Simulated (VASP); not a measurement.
A run of VASP 6.6.1 is set up as follows.

Contents of POSCAR:

```
CdS
1.0
    0.0000000000      2.4439079982      2.4439079982
    2.4439079982      0.0000000000      2.4439079982
    2.4439079982      2.4439079982      0.0000000000
Cd S
1 1
Direct
    0.0000000000      0.0000000000      0.0000000000
    0.5000000000      0.5000000000      0.5000000000
```

The input INCAR.step1:

```
SYSTEM = CdS
PREC = Accurate
ENCUT = 520
ISMEAR = -1
SIGMA = 0.05
LREAL = .FALSE.
LASPH = .TRUE.
NELM = 60
NBANDS = 16
GGA = PE
ALGO = Normal
EDIFF = 1E-4
LWAVE = .TRUE.
LCHARG = .FALSE.
```

The input INCAR.step2:

```
SYSTEM = CdS
PREC = Accurate
ENCUT = 520
EDIFF = 1E-6
ISMEAR = -1
SIGMA = 0.05
LREAL = .FALSE.
LASPH = .TRUE.
NELM = 60
ALGO = Normal
ISIF = 2
LWAVE = .FALSE.
LCHARG = .FALSE.
METAGGA = R2SCAN
LMIXTAU = .TRUE.
NBANDS = 16
ISTART = 1
```

Contents of KPOINTS:

```
Automatic mesh
0
G
  14 14 14
  0 0 0
```

Potentials or basis: VASP PAW PBE potentials, release 64 (Cd, S).

Run with:

```sh
$ cat potpaw_PBE.64/Cd/POTCAR potpaw_PBE.64/S/POTCAR > POTCAR
$ cp INCAR.step1 INCAR
$ mpirun -np 1 vasp_std > vasp.out
$ cp INCAR.step2 INCAR
$ mpirun -np 1 vasp_std > vasp.out
```

**Question.** Estimate the band gap on the k mesh.

**Answer.** 0.43 eV, indirect (least direct gap 3.38 eV).

**Question.** What does it give for the pressure?

**Answer.** 59.6 GPa.

Caveat: the PAW data sets were made with another functional, which shifts forces and pressure a little. A k mesh can miss the band edges.
